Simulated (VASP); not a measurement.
KI: single point with HSE06

The system is KI.

```xyz
2
Lattice="-0.1181 3.4261 3.4261 3.4261 -0.1181 3.4261 3.4261 3.4261 -0.1181" Properties=species:S:1:pos:R:3 pbc="T T T"
K     0.0000    0.0000    0.0000
I     3.3671    3.3671    3.3671
```

This cell differs from its parent crystal: strain along [111] -5.0%.

```json
{
 "Program": "VASP 6.6.1",
 "Task": "single point",
 "Functional": "HSE06",
 "Potentials or basis": "VASP PAW PBE potentials, release 64 (K_sv, I)",
 "Cutoff": "520 eV",
 "k mesh": "4 × 4 × 4",
 "Occupations": "gaussian, width 0.01 eV",
 "Spin": "no spin polarisation",
 "Dipole correction": "no",
 "Grid for exact exchange (PRECFOCK)": "Normal",
 "Further INCAR settings": "ALGO = Normal; EDIFF = 1e-06; NBANDS = 15",
 "Share of exact exchange": "0.25",
 "Screening parameter": "0.2079 1/Å"
}
```

| Property | Result |
| --- | --- |
| Pressure | 1.0 GPa |
| Band gap on the k mesh | 4.96 eV |

Stress tensor (GPa, compression positive):
```
1.00 0.11 0.11
0.11 1.00 0.11
0.11 0.11 1.00
```

Levels at points of the mesh, in eV from the valence-band top:
| k point | band 6 | band 7 | band 8 | band 9 | band 10 | band 11 |
| --- | --- | --- | --- | --- | --- | --- |
| (0.00, 0.00, 0.00) | -0.14 | -0.14 | 0.00 | 4.96 | 7.39 | 7.39 |
| (0.50, 0.00, 0.00) | -1.60 | -0.49 | -0.39 | 6.46 | 8.87 | 9.12 |
| (0.50, 0.50, 0.00) | -1.24 | -0.58 | -0.44 | 5.77 | 6.84 | 9.41 |
| (0.50, 0.50, 0.50) | -1.58 | -0.57 | -0.57 | 6.39 | 9.08 | 9.08 |

It took 13 min on 1 thread of Intel(R) Xeon(R) Platinum 8375C CPU @ 2.90GHz (Ice Lake), with other jobs on the host, peak memory 0.33 GiB.

Caveat: the cell differs from its parent crystal (strain along [111] -5.0%); the PAW data sets were made with another functional, which shifts forces and pressure a little; spin-orbit coupling is left out, which moves the levels of the heavy elements.
